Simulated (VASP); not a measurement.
# VSi2 (P6_222) in VASP: a series of runs, part 2 of 2

VASP 6.6.1. Earlier steps stand in the parts before.

### 3 Single point, PBE

This run uses another cell than the first one, of 12.77 Å³/atom.

INCAR

```
SYSTEM = VSi2
ALGO = Normal
EDIFF = 1E-6
ENCUT = 520
GGA = PE
ISIF = 2
ISMEAR = 0
LASPH = .True.
LCHARG = .True.
LELF = .True.
LREAL = .False.
LVHAR = .True.
LWAVE = .False.
NBANDS = 42
NELM = 100
PREC = Accurate
SIGMA = 0.1
```

KPOINTS

```
k-points
0
Gamma
  6 6 4
  0 0 0
```

POSCAR

```
VSi2
1.0
    4.5628758272      0.0000000000      0.0000000000
   -2.2814379136      3.9515663807      0.0000000000
    0.0000000000      0.0000000000      6.3722455728
V Si
3 6
Direct
    0.0000000000      0.5000000000      0.1666666667
    0.5000000000      0.5000000000      0.8333333333
    0.5000000000      0.0000000000      0.5000000000
    0.8369582135      0.6739164271      0.5000000000
    0.1630417865      0.8369582135      0.8333333333
    0.6739164271      0.8369582135      0.1666666667
    0.1630417865      0.3260835729      0.5000000000
    0.8369582135      0.1630417865      0.8333333333
    0.3260835729      0.1630417865      0.1666666667
```

Potentials or basis: VASP PAW PBE potentials, release 64 (V_sv, Si).

The run is started by

```bash
$ cat potpaw_PBE.64/V_sv/POTCAR potpaw_PBE.64/Si/POTCAR > POTCAR
$ mpirun -np 1 vasp_std > vasp.out
```

OUTCAR:

```text
SYSTEM = VSi2
   EDIFF = 1E-6
   ENCUT = 520
   GGA = PE
   ISIF = 2
   ISMEAR = 0
   LASPH = .True.
   LREAL = .False.
   NELM = 100
   PREC = Accurate

 ion  position               nearest neighbor table
   1  0.000  0.500  0.167-   4 2.51   7 2.51   5 2.51   8 2.51   6 2.62   9 2.62   9 2.62   6 2.62
                             6 2.66   9 2.66
   2  0.500  0.500  0.833-   4 2.51   7 2.51   6 2.51   9 2.51   5 2.62   8 2.62   5 2.62   8 2.62
                             8 2.66   5 2.66
   3  0.500  0.000  0.500-   5 2.51   8 2.51   6 2.51   9 2.51   4 2.62   7 2.62   7 2.62   4 2.62
                             7 2.66   4 2.66
   4  0.837  0.674  0.500-   6 2.48   5 2.48   2 2.51   1 2.51   7 2.58   3 2.62   3 2.62   3 2.66
                             7 2.66   7 2.66   8 3.08   9 3.08
   5  0.163  0.837  0.833-   4 2.48   9 2.48   3 2.51   1 2.51   8 2.58   2 2.62   2 2.62   2 2.66
                             8 2.66   8 2.66   7 3.08   6 3.08
   6  0.674  0.837  0.167-   4 2.48   8 2.48   3 2.51   2 2.51   9 2.58   1 2.62   1 2.62   1 2.66
                             9 2.66   9 2.66   7 3.08   5 3.08
   7  0.163  0.326  0.500-   9 2.48   8 2.48   2 2.51   1 2.51   4 2.58   3 2.62   3 2.62   3 2.66
                             4 2.66   4 2.66   5 3.08   6 3.08
   8  0.837  0.163  0.833-   7 2.48   6 2.48   3 2.51   1 2.51   5 2.58   2 2.62   2 2.62   2 2.66
                             5 2.66   5 2.66   4 3.08   9 3.08
   9  0.326  0.163  0.167-   7 2.48   5 2.48   3 2.51   2 2.51   6 2.58   1 2.62   1 2.62   1 2.66
                             6 2.66   6 2.66   4 3.08   8 3.08

  LATTYP: Found a hexagonal cell.
 ALAT       =     4.5628758272
 C/A-ratio  =     1.3965415265

  Lattice vectors:

 A1 = (   4.5628758272,   0.0000000000,   0.0000000000)
 A2 = (  -2.2814379136,   3.9515663807,   0.0000000000)
 A3 = (   0.0000000000,   0.0000000000,   6.3722455728)

Analysis of symmetry for initial positions (statically):
=====================================================================
 Subroutine PRICEL returns:
 Original cell was already a primitive cell.

 Routine SETGRP: Setting up the symmetry group for a
 hexagonal supercell.

 Subroutine GETGRP returns: Found 12 space group operations
 (whereof  4 operations were pure point group operations)
 out of a pool of 24 trial point group operations.

The static configuration has the point symmetry D_2 .
 The point group associated with its full space group is D_6 .

Analysis of symmetry for dynamics (positions and initial velocities):
=====================================================================
 Subroutine PRICEL returns:
 Original cell was already a primitive cell.

 Routine SETGRP: Setting up the symmetry group for a
 hexagonal supercell.

 Subroutine GETGRP returns: Found 12 space group operations
 (whereof  4 operations were pure point group operations)
 out of a pool of 24 trial point group operations.

The dynamic configuration has the point symmetry D_2 .
 The point group associated with its full space group is D_6 .

 Subroutine INISYM returns: Found 12 space group operations
 (whereof  4 operations are pure point group operations),
 and found     1 'primitive' translations

----------------------------------------------------------------------------------------

                                     Primitive cell

  volume of cell :     114.8948

  direct lattice vectors                    reciprocal lattice vectors
     4.562875827  0.000000000  0.000000000     0.219160029  0.126532102  0.000000000
[... 82 lines left out ...]
   dimension x,y,z NGXF=    72 NGYF=   72 NGZF=   96
   ions per type =               3   6
   NGX,Y,Z   is equivalent  to a cutoff of  13.12, 13.12, 12.52 a.u.
   NGXF,Y,Z  is equivalent  to a cutoff of  26.23, 26.23, 25.05 a.u.
 SYSTEM =  VSi2
   PREC   = accura    normal or accurate (medium, high low for compatibility)
   ISTART =      0    job   : 0-new  1-cont  2-samecut
   ICHARG =      2    charge: 1-file 2-atom 10-const
   ISPIN  =      1    spin polarized calculation?
   LNONCOLLINEAR =      F non collinear calculations
   LSORBIT =      F    spin-orbit coupling
   LASPH  =      T    aspherical Exc in radial PAW
   ENCUT  =  520.0 eV  38.22 Ry    6.18 a.u.   8.48  8.48 11.85*2*pi/ulx,y,z
   NELM   =    100;   NELMIN=  2; NELMDL= -5     # of ELM steps
   EDIFF  = 0.1E-05   stopping-criterion for ELM
   LREAL  =      F    real-space projection
   EDIFFG = 0.1E-04   stopping-criterion for IOM
   NSW    =      0    number of steps for IOM
   IBRION =     -1    ionic relax: 0-MD 1-quasi-New 2-CG
   NFREE  =      0    steps in history (QN), initial steepest desc. (CG)
   ISIF   =      2    stress and relaxation
   ISYM   =      2    0-nonsym 1-usesym 2-fastsym
   POTIM  = 0.5000    time-step for ionic-motion
   TEBEG  =    0.0;   TEEND  =   0.0 temperature during run
   PSTRESS=    0.0 pullay stress
   NELECT =      63.0000    total number of electrons
   NUPDOWN=      -1.0000    fix difference up-down
   EMIN   =  10.00;   EMAX   =-10.00  energy-range for DOS
   EFERMI =   0.00;   METHOD = LEGACY
   ISMEAR =     0;   SIGMA  =   0.10  broadening in eV -4-tet -1-fermi 0-gaus
   EFERMI_NEDOS =   21; number of points for ismear=-14 and -15
   IALGO  =     38    algorithm
   IMIX   =      4    mixing-type and parameters
     AMIX     =   0.40;   BMIX     =  1.00
     AMIX_MAG =   1.60;   BMIX_MAG =  1.00
  volume/ion in A,a.u.               =      12.77        86.15
  Fermi-wavevector in a.u.,A,eV,Ry     =   1.339949  2.532136 24.428754  1.795463
  Thomas-Fermi vector in A             =   2.468300
   LORBIT       =      0    0 simple, 1 ext, 2 COOP (PROOUT), +10 PAW based schemes
   GGA     = PE    functional components
   LHFCALC =     F    Hartree Fock is set to
   AEXX    =    0.0000 exact exchange contribution
   IVDW    =     0    specifies the selected vdW correction
   LEPSILON=     F    determine dielectric tensor
   LRPA    =     F    only Hartree local field effects (RPA)
 non-spin polarized calculation
 Gauss-broadening in eV      SIGMA  =   0.10
  energy-cutoff  :      520.00
  volume of cell :      114.89
 maximum number of plane-waves:      3125
 NGX is ok and might be reduce to    36
   NGX = 17   NGY = 17   NGZ = 23

 number of electron      63.0000014 magnetization

 Free energy of the ion-electron system (eV)
  ---------------------------------------------------
  ext. energy  EPLUGINS =         0.00000000
  ---------------------------------------------------
  free energy    TOTEN  =       -63.89927200 eV

  energy without entropy =      -63.86725211  energy(sigma->0) =      -63.88326206

 E-fermi :  11.2338     XC(G=0): -12.1873

 val. band max:       11.2337531233   @ k =   0.3333   0.1667   0.5000
 cond. band min:      11.2833202580   @ k =   0.5000  -0.0000   0.0000
 fundamental gap:      0.0495671348
 Fermi energy:        11.2338238821

 k-point     1 :       0.0000    0.0000    0.0000
  band No.  band energies     occupation
      1     -52.7302      2.00000
      2     -52.7150      2.00000
      3     -52.7150      2.00000
      4     -26.6927      2.00000
      5     -26.6927      2.00000
      6     -26.6667      2.00000
[... 934 lines left out ...]
     41      13.9960      0.00000
     42      14.7251      0.00000

------------------------ aborting loop because EDIFF is reached ----------------------------------------

  FORCE on cell =-STRESS in cart. coord.  units (eV):
  Direction    XX          YY          ZZ          XY          YZ          ZX
  --------------------------------------------------------------------------------------
  -------------------------------------------------------------------------------------
  Total        0.0442748      0.0442748      0.0529531      0.0000000     -0.0000000      0.0000000
  in kB        0.6173998      0.6173998      0.7384172      0.0000000     -0.0000000      0.0000000
  external PRESSURE =       0.6577389 kB  Pullay stress =       0.0000000 kB

 VOLUME and BASIS-vectors are now :
 -----------------------------------------------------------------------------
  energy-cutoff  :      520.00
  volume of cell :      114.89
      direct lattice vectors                 reciprocal lattice vectors
     4.562875827  0.000000000  0.000000000     0.219160029  0.126532102  0.000000000
    -2.281437914  3.951566381  0.000000000     0.000000000  0.253064204  0.000000000
     0.000000000  0.000000000  6.372245573     0.000000000  0.000000000  0.156930550

 POSITION                                       TOTAL-FORCE (eV/Angst)
 -----------------------------------------------------------------------------------
     -1.14072      1.97578      1.06204         0.000000      0.000000      0.000000
      1.14072      1.97578      5.31020         0.000000     -0.000000     -0.000000
      2.28144      0.00000      3.18612         0.000000      0.000000     -0.000000
      2.28144      2.66303      3.18612         0.000000     -0.003193     -0.000000
     -1.16553      3.30730      5.31020         0.002765     -0.001596      0.000000
      1.16553      3.30730      1.06204        -0.002765     -0.001596      0.000000
      0.00000      1.28854      3.18612         0.000000      0.003193     -0.000000
      3.44697      0.64427      5.31020        -0.002765      0.001596     -0.000000
      1.11591      0.64427      1.06204         0.002765      0.001596     -0.000000
 -----------------------------------------------------------------------------------
    total drift:                               -0.000000      0.000000      0.000001

  FREE ENERGIE OF THE ION-ELECTRON SYSTEM (eV)
  ---------------------------------------------------
  free  energy   TOTEN  =       -63.8992719984 eV

  energy  without entropy=      -63.8672521136  energy(sigma->0) =      -63.88326206
```

It took 1.9 min on 1 thread of AMD EPYC 7R13 (Zen 3), shared host; peak memory 0.23 GiB.

What came out:

```yaml
Free_energy: -63.8993 eV
Pressure: 0.1 GPa
Largest_force: 0.003 eV/Å
Band_gap_on_the_k_mesh: zero (an odd number of electrons rules out a gap without spin polarisation)
```

Forces in eV/Å, atoms in the order of the input:
```
V    0.000  0.000  0.000
V    0.000  0.000  0.000
V    0.000  0.000  0.000
Si   0.000 -0.003  0.000
Si   0.003 -0.002  0.000
Si  -0.003 -0.002  0.000
Si   0.000  0.003  0.000
Si  -0.003  0.002  0.000
Si   0.003  0.002  0.000
```

Levels at points of the mesh, in eV from the Fermi level:
| k point | band 29 | band 30 | band 31 | band 32 | band 33 | band 34 | band 35 | band 36 |
| --- | --- | --- | --- | --- | --- | --- | --- | --- |
| (0.00, 0.00, 0.00) | -2.13 | -1.79 | -1.79 | -1.70 | 0.36 | 2.08 | 2.42 | 2.42 |
| (0.50, 0.00, 0.00) | -0.69 | -0.57 | -0.12 | 0.05 | 0.42 | 1.03 | 1.39 | 1.47 |
| (0.00, 0.00, 0.50) | -1.84 | -1.84 | -1.57 | 0.54 | 0.54 | 2.06 | 2.43 | 2.50 |
| (0.50, 0.00, 0.50) | -1.39 | -1.28 | -0.45 | -0.05 | 0.82 | 1.26 | 1.71 | 1.77 |

Caveat: an odd number of electrons without spin polarisation forces a metal; a magnetic or distorted state may lie lower.

### 4 Relaxation of cell and atoms, PBE

INCAR

```
SYSTEM = VSi2
ALGO = Normal ; EDIFF = 1E-7
EDIFFG = -0.04 ; ENCUT = 600
GGA = PE ; IBRION = 2
ISIF = 3 ; ISMEAR = 0
LASPH = .TRUE. ; LCHARG = .FALSE.
LREAL = .FALSE. ; LWAVE = .FALSE.
NELM = 100 ; NSW = 60
PREC = Accurate ; SIGMA = 0.1
```

KPOINTS

```
k-points
0
G
  6 6 4
  0 0 0
```

POSCAR

```
VSi2
1.0
    4.5348000000      0.0000000000      0.0000000000
   -2.2674000000      3.9272520000      0.0000000000
    0.0000000000      0.0000000000      6.3189010000
V Si
3 6
Direct
    0.0000000000      0.5000000000      0.1666670000
    0.5000000000      0.5000000000      0.8333330000
    0.5000000000      0.0000000000      0.5000000000
    0.8375070000      0.6750140000      0.5000000000
    0.1624930000      0.8375070000      0.8333330000
    0.6750140000      0.8375070000      0.1666670000
    0.1624930000      0.3249860000      0.5000000000
    0.8375070000      0.1624930000      0.8333330000
    0.3249860000      0.1624930000      0.1666670000
```

The run is started by

```bash
$ cat potpaw_PBE.64/V_sv/POTCAR potpaw_PBE.64/Si/POTCAR > POTCAR
$ mpirun -np 1 vasp_std > vasp.out
```

It took 4.5 min on 1 thread of AMD EPYC 7R13 (Zen 3), shared host; peak memory 0.26 GiB.

The run converged. Its results:

- Free energy: -63.8985 eV
- Relaxed volume: 12.77 Å³/atom
- Relaxed cell: a = 4.563 Å, b = 4.563 Å, c = 6.374 Å, α = 90.00°, β = 90.00°, γ = 120.00°
- Space group after relaxing (to 0.1 Å): P6_222 (No. 180)
- Energy gained by relaxing: 3.3 meV/atom
- Ionic steps: 3
- Pressure after relaxing: 0.0 GPa
- Largest force after relaxing: 0.039 eV/Å
- Band gap on the k mesh: zero (an odd number of electrons rules out a gap without spin polarisation)

Forces on the atoms (eV/Å):
```
V    0.000  0.000  0.000
V    0.000  0.000  0.000
V    0.000  0.000  0.000
Si   0.000 -0.039  0.000
Si   0.033 -0.019  0.000
Si  -0.033 -0.019  0.000
Si   0.000  0.039  0.000
Si  -0.033  0.019  0.000
Si   0.033  0.019  0.000
```

Stress tensor (GPa, compression positive):
```
 0.01  0.00  0.00
 0.00  0.01  0.00
 0.00  0.00 -0.10
```

Step by step:
```tsv
step	energy change (eV)	largest force (eV/Å)	pressure (GPa)	volume (Å³)
1	0.0000	0.0813	3.93	112.54
2	0.0038	0.0017	-3.88	117.60
3	-0.0301	0.0385	-0.02	114.95
```

Final structure:
```xyz
9
Lattice="4.5633 0.0000 0.0000 -2.2816 3.9519 0.0000 0.0000 0.0000 6.3741" Properties=species:S:1:pos:R:3 pbc="T T T"
V    -1.1408    1.9760    1.0624
V     1.1408    1.9760    5.3118
V     2.2816    0.0000    3.1871
Si    2.2816    2.6657    3.1871
Si   -1.1677    3.3088    5.3118
Si    1.1677    3.3088    1.0624
Si    0.0000    1.2862    3.1871
Si    3.4494    0.6431    5.3118
Si    1.1139    0.6431    1.0624
```

Levels at points of the mesh, in eV from the Fermi level:
| k point | band 29 | band 30 | band 31 | band 32 | band 33 | band 34 | band 35 | band 36 |
| --- | --- | --- | --- | --- | --- | --- | --- | --- |
| (0.00, 0.00, 0.00) | -2.13 | -1.78 | -1.78 | -1.69 | 0.36 | 2.08 | 2.42 | 2.42 |
| (0.50, 0.00, 0.00) | -0.69 | -0.57 | -0.12 | 0.04 | 0.42 | 1.03 | 1.39 | 1.47 |
| (0.00, 0.00, 0.50) | -1.84 | -1.84 | -1.56 | 0.54 | 0.54 | 2.06 | 2.43 | 2.50 |
| (0.50, 0.00, 0.50) | -1.40 | -1.28 | -0.45 | -0.05 | 0.82 | 1.26 | 1.71 | 1.77 |

Caveat: an odd number of electrons without spin polarisation forces a metal; a magnetic or distorted state may lie lower.

### 5 The runs side by side

| task | cell | cutoff (eV) | gap on the mesh (eV) | pressure (GPa) | largest force (eV/Å) |
| --- | --- | --- | --- | --- | --- |
| single point | a = 4.535, b = 4.535, c = 6.319 Å, angles 90.0, 90.0, 120.0°, 9 atoms, atomic positions A | 520 | none | 3.9 | 0.08 |
| single point | a = 4.563, b = 4.563, c = 6.372 Å, angles 90.0, 90.0, 120.0°, 9 atoms, atomic positions B | 520 | none | 0.1 | - |
| relaxation of cell and atoms | relaxed from a = 4.535, b = 4.535, c = 6.319 Å, angles 90.0, 90.0, 120.0°, 9 atoms, atomic positions A | 600 | none | 0.0 | 0.04 |

Alike in all rows: level PBE; potentials or basis VASP PAW PBE potentials, release 64 (V_sv, Si); no spin polarisation; k mesh 6 × 6 × 4; smearing gaussian 0.1 eV.

Caveats: an odd number of electrons without spin polarisation forces a metal; a magnetic or distorted state may lie lower; the cell stands under pressure (at least some runs).

Absolute energies hang on the potentials; compare differences alone.

The gap in the log of VASP goes by the Fermi energy; the results here count the filled bands.